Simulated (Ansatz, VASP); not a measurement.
**One calculation of MgO, two programs**

INCAR

```
SYSTEM = MgO
ALGO = Normal
EDIFF = 1E-7
ENCUT = 520
GGA = PS
ISIF = 2
ISMEAR = 0
LASPH = .True.
LCHARG = .False.
LREAL = .False.
LWAVE = .False.
NBANDS = 26
NELM = 80
PREC = Accurate
SIGMA = 0.05
```

The input KPOINTS:

```
k-points
0
Gamma
  6 6 6
  0 0 0
```

File POSCAR:

```
MgO
1.0
    4.2149416169      0.0000000000      0.0000000000
    0.0000000000     -4.2149416169      0.0000000000
    0.0000000000      0.0000000000     -4.2149416169
Mg O
4 4
Direct
   -0.0533482968      0.0533482968      0.0251486283
    0.5000000000      0.5000000000      0.0000000000
    0.5000000000      0.0000000000      0.5000000000
    0.0000000000      0.5000000000      0.5000000000
    0.5000000000      0.0000000000      0.0000000000
    0.0000000000      0.5000000000      0.0000000000
    0.0000000000      0.0000000000      0.5000000000
    0.5000000000      0.5000000000      0.5000000000
```

Input for Ansatz:

```yaml
crystal:
  lattice:
    - [4.2149416169, 0.0, 0.0]
    - [0.0, -4.2149416169, 0.0]
    - [0.0, 0.0, -4.2149416169]
  atoms:
    - { symbol: Mg, position: [-0.0533482968, 0.0533482968, 0.0251486283] }
    - { symbol: Mg, position: [0.5, 0.5, 0.0] }
    - { symbol: Mg, position: [0.5, 0.0, 0.5] }
    - { symbol: Mg, position: [0.0, 0.5, 0.5] }
    - { symbol: O, position: [0.5, 0.0, 0.0] }
    - { symbol: O, position: [0.0, 0.5, 0.0] }
    - { symbol: O, position: [0.0, 0.0, 0.5] }
    - { symbol: O, position: [0.5, 0.5, 0.5] }
basis:
  ecutwfc: 420
kpoints:
  mp_grid: { grid: [6, 6, 6] }
hamiltonian:
  xc: pbesol
  pseudopotentials: { kind: paw, azcp: { folder: soft_1 } }
scf:
  occupations: { method: gaussian, width: 0.05 }
output:
  forces: true
  stress: true
  eigenvalues: true
```

Alike in both runs: task single point; functional PBEsol; k mesh 6 × 6 × 6; occupations gaussian, width 0.05 eV; no spin polarisation.

|  | VASP | Ansatz |
| --- | --- | --- |
| version | VASP 6.6.1 | Ansatz 0.2.0 |
| potentials or method | VASP PAW PBE potentials, release 64 (Mg, O), cutoff 520 eV | scalar-relativistic, plane waves, PAW |
| valence electrons in the cell | 32 | 64 |

```csv
,VASP,Ansatz,Ansatz less VASP
gap on the k mesh at the Fermi level (eV),4.59,4.59,+0.004
least direct gap on the mesh (eV),4.59,4.59,+0.004
pressure (GPa),2.7,3.2,+0.48
"traceless stress, the component that is largest in VASP (GPa)",-2.21,-2.16,+0.050
rms of the force components (eV/Å),0.821,0.809,-0.0124
```

VASP's potentials were made for PBE, not for PBEsol, and Ansatz warns of the same on its side. Atom by atom the forces differ by 0.012 eV/Å (rms over components). The functional is the same, so the differences come from potentials, cutoffs and numerics. VASP's potentials hold 32 valence electrons a cell and Ansatz's 64, so a difference there can come from the potentials and not from the codes.
